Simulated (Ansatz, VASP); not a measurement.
PbSe: VASP beside Ansatz

INCAR

```
SYSTEM = PbSe
PREC     = Accurate       ! precision mode
ENCUT    = 520            ! plane-wave cutoff, eV
EDIFF    = 1E-6           ! SCF threshold, eV
ISMEAR   = -1             ! smearing method
SIGMA    = 0.02           ! smearing width, eV
LREAL    = .FALSE.        ! projectors in reciprocal space
LASPH    = .TRUE.         ! aspherical terms in the spheres
NELM     = 80             ! most SCF steps
ALGO     = Normal         ! electronic algorithm
ISIF     = 2              ! what is computed and relaxed
LWAVE    = .FALSE.        ! write WAVECAR
LCHARG   = .FALSE.        ! write CHGCAR
GGA      = PE             ! functional
NBANDS   = 17             ! bands
```

Contents of KPOINTS:

```
Automatic mesh
0
G
  6 6 6
  0 0 0
```

Contents of POSCAR:

```
PbSe
1.0
    0.0000000000      3.5717711987      3.4232041391
    3.5717711987      0.0000000000      3.4232041391
    3.5717711987      3.5717711987      0.0000000000
Pb Se
1 1
Direct
    0.0000000000      0.0000000000      0.0000000000
    0.2500000000      0.2500000000      0.2500000000
```

Input for Ansatz:

```yaml
crystal:
  lattice:
    - [0.0, 3.5717711987, 3.4232041391]
    - [3.5717711987, 0.0, 3.4232041391]
    - [3.5717711987, 3.5717711987, 0.0]
  atoms:
    - { symbol: Pb, position: [0.0, 0.0, 0.0] }
    - { symbol: Se, position: [0.25, 0.25, 0.25] }
kpoints:
  mp_grid: { grid: [6, 6, 6] }
  band_path:
    path:
      - [0.0, 0.0, 0.0]
      - [-0.5, -0.5, 0.0]
      - [-0.375, -0.375, 0.25]
      - [-0.375, 0.0, 0.375]
      - [0.0, 0.0, 0.5]
      - [-0.5, -0.25, 0.25]
    npoints: 1
hamiltonian:
  xc: pbe
scf:
  occupations: { method: fermi_dirac, width: 0.02 }
  n_extra_bands: 4
output:
  forces: true
  stress: true
  eigenvalues: true
```

Change from the starting cell: biaxial_xy strain +4.3%.

Alike in both runs: task single point; functional PBE; k mesh 6 × 6 × 6; occupations fermi-dirac, width 0.02 eV; no spin polarisation.

```csv
,VASP,Ansatz
version,VASP 6.6.1,Ansatz 0.2.0
potentials or method,"VASP PAW PBE potentials, release 64 (Pb_d, Se)","plane waves, PAW"
plane-wave cutoff (eV),520,420
valence electrons in the cell,20,30
```

```tsv
	VASP	Ansatz	Ansatz less VASP
gap on the k mesh at the Fermi level (eV)	0.80	0.80	-0.001
pressure (GPa)	-1.7	-1.7	+0.01
traceless stress, the component that is largest in VASP (GPa)	0.19	0.19	0.000
```

VASP's potentials hold 20 valence electrons a cell and Ansatz's 30, so a difference there can come from the potentials and not from the codes.

Neither program's run includes spin-orbit coupling.
